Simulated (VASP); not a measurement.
Set up this calculation in VASP 6.6.1, as the native input.

```yaml
Task: single point
Functional: PBEsol
Potentials_or_basis: VASP PAW PBE potentials, release 64 (Ir)
Cutoff: 520 eV
k_mesh: 10 × 10 × 10
Occupations: fermi-dirac, width 0.05 eV
Spin: no spin polarisation
Dipole_correction: no
Further_INCAR_settings: ALGO = Normal; EDIFF = 1e-06; NBANDS = 10
```

The structure of Ir lies in POSCAR:

```
Ir
1.0
    0.0000000000      1.9152610737      1.9152610737
    1.9152610737      0.0000000000      1.9152610737
    1.9152610737      1.9152610737      0.0000000000
Ir
1
Direct
    0.0000000000      0.0000000000      0.0000000000
```

One way to write it, as run:

INCAR

```
SYSTEM = Ir
PREC = Accurate
ENCUT = 520
EDIFF = 1E-6
ISMEAR = -1
SIGMA = 0.05
LREAL = .FALSE.
LASPH = .TRUE.
NELM = 80
ALGO = Normal
ISIF = 2
LWAVE = .FALSE.
LCHARG = .TRUE.
GGA = PS
LELF = .TRUE.
LVHAR = .TRUE.
NBANDS = 10
```

KPOINTS

```
Automatic mesh
0
G
  10 10 10
  0 0 0
```

Potentials or basis: VASP PAW PBE potentials, release 64 (Ir).

Launch:

```bash
$ cat potpaw_PBE.64/Ir/POTCAR > POTCAR
$ mpirun -np 1 vasp_std > vasp.out
```

Results of the run:

```yaml
Pressure: 1.0 GPa
```

Caveat: the PAW data sets were made with another functional, which shifts forces and pressure a little.

Wall time 7.4 s on 1 thread of AMD EPYC 7R43 64-Core Processor (Zen 3), with other jobs on the host, peak memory 0.09 GiB.
